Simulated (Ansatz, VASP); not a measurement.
## One calculation of As, two programs

INCAR

```
SYSTEM = As
PREC = Accurate
ENCUT = 520
EDIFF = 1E-7
ISMEAR = 0
SIGMA = 0.02
LREAL = .False.
LASPH = .True.
NELM = 80
ALGO = Normal
ISIF = 2
LWAVE = .False.
LCHARG = .True.
LDIPOL = .True.
IDIPOL = 3
DIPOL = 0.5 0.5 0.500
GGA = PE
LELF = .True.
LVHAR = .True.
LVACPOTAV = .True.
NBANDS = 12
```

The input KPOINTS:

```
Automatic mesh
0
Gamma
  9 9 1
  0 0 0
```

POSCAR

```
As
1.0
    3.4970000000      0.0000000000      0.0000000000
   -1.7485000000      3.0284908370      0.0000000000
    0.0000000000      0.0000000000     28.0000000000
As
2
Direct
    0.3333333333      0.6666666667      0.5106428571
    0.6666666667      0.3333333333      0.4893571429
```

Input for Ansatz:

```yaml
crystal:
  lattice:
    - [3.497, 0.0, 0.0]
    - [-1.7485, 3.028490837, 0.0]
    - [0.0, 0.0, 28.0]
  atoms:
    - { symbol: As, position: [0.3333333333, 0.6666666667, 0.5106428571] }
    - { symbol: As, position: [0.6666666667, 0.3333333333, 0.4893571429] }
  periodic: [true, true, false]
basis:
  ecutwfc: 420
kpoints:
  mp_grid: { grid: [9, 9, 1] }
hamiltonian:
  xc: pbe
scf:
  occupations: { method: gaussian, width: 0.02 }
output:
  forces: true
  stress: true
  eigenvalues: true
```

Alike in both runs: task single point; functional PBE; k mesh 9 × 9 × 1; occupations gaussian, width 0.02 eV; no spin polarisation.

|  | VASP | Ansatz |
| --- | --- | --- |
| version | VASP 6.6.1 | Ansatz 0.2.0 |
| potentials or method | VASP PAW PBE potentials, release 64 (As), cutoff 520 eV | scalar-relativistic, plane waves, PAW |
| valence electrons in the cell | 10 | 30 |

|  | VASP | Ansatz | Ansatz less VASP |
| --- | --- | --- | --- |
| gap on the k mesh at the Fermi level (eV) | none | none | - |
| rms of the force components (eV/Å) | 3.699 | 3.685 | -0.0141 |
| work function, face that differs most (eV) | 3.86 | 3.90 | +0.037 |

Atom by atom the forces differ by 0.014 eV/Å (rms over components). A gap of «none» marks a metal or a gap that the smearing closes. VASP's potentials hold 10 valence electrons a cell and Ansatz's 30, so a difference there can come from the potentials and not from the codes.
